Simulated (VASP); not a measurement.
Runs of VASP 6.6.1 on Al. The structure is that of space group I4/mmm (No. 139), or close to it. The cells are those of the table. 

```tsv
cell	gap on the mesh (eV)	pressure (GPa)
a = 2.870 Å, angles 118.4, 118.4, 92.7°, 1 atom	none	-5.3
a = 2.765 Å, angles 107.5, 107.5, 113.5°, 1 atom	none	(a)
a = 2.825 Å, angles 113.7, 113.7, 101.2°, 1 atom	none	-3.9
a = 2.814 Å, angles 111.6, 111.6, 105.4°, 1 atom	none	-3.6
a = 2.819 Å, angles 116.0, 116.0, 97.0°, 1 atom	none	-3.0
a = 2.867 Å, angles 116.0, 116.0, 97.0°, 1 atom	none	-6.1
a = 2.824 Å, angles 105.7, 105.7, 117.3°, 1 atom	none	(b)
a = 2.800 Å, angles 105.7, 105.7, 117.3°, 1 atom	none	-1.9
```

Alike in all rows: task single point; level LDA; potentials or basis VASP PAW LDA potentials, release 64 (Al); no spin polarisation; k mesh 22 × 22 × 22; cutoff (eV) 520; smearing gaussian 0.15 eV.

Question: Fill in the values left out.

Answer: (a) 0.0; (b) -3.5.

A gap of «none» marks levels without a gap at the run's occupations.
